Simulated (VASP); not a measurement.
The system is AlN.

```xyz
2
Lattice="-0.0611 2.0385 2.0385 2.0385 -0.0611 2.0385 2.0385 2.0385 -0.0611" Properties=species:S:1:pos:R:3 pbc="T T T"
Al    0.0000    0.0000    0.0000
N     2.0080    2.0080    2.0080
```

This cell differs from its parent crystal: epitaxial 111 strain +4.0%.

Base run:

- Program: VASP 6.6.1
- Functional: r2SCAN
- Potentials or basis: VASP PAW PBE potentials, release 64 (Al, N)
- Cutoff: 520 eV
- k mesh: 10 × 10 × 10
- Occupations: gaussian, width 0.01 eV
- Spin: no spin polarisation

Its results: band gap on the k mesh 4.26 eV, indirect (least direct gap 5.05 eV); pressure -18.1 GPa.

Task: The run is repeated on the same cell with these changes: functional from r2SCAN to PBE; occupations from gaussian, width 0.01 eV to fermi-dirac, width 0.02 eV. What comes out?

Result: Band gap on the k mesh 3.45 eV, indirect (least direct gap 4.27 eV); pressure -11.2 GPa.

Caveats: the PAW data sets were made with another functional, which shifts forces and pressure a little (some runs).

A k mesh can miss the band edges.
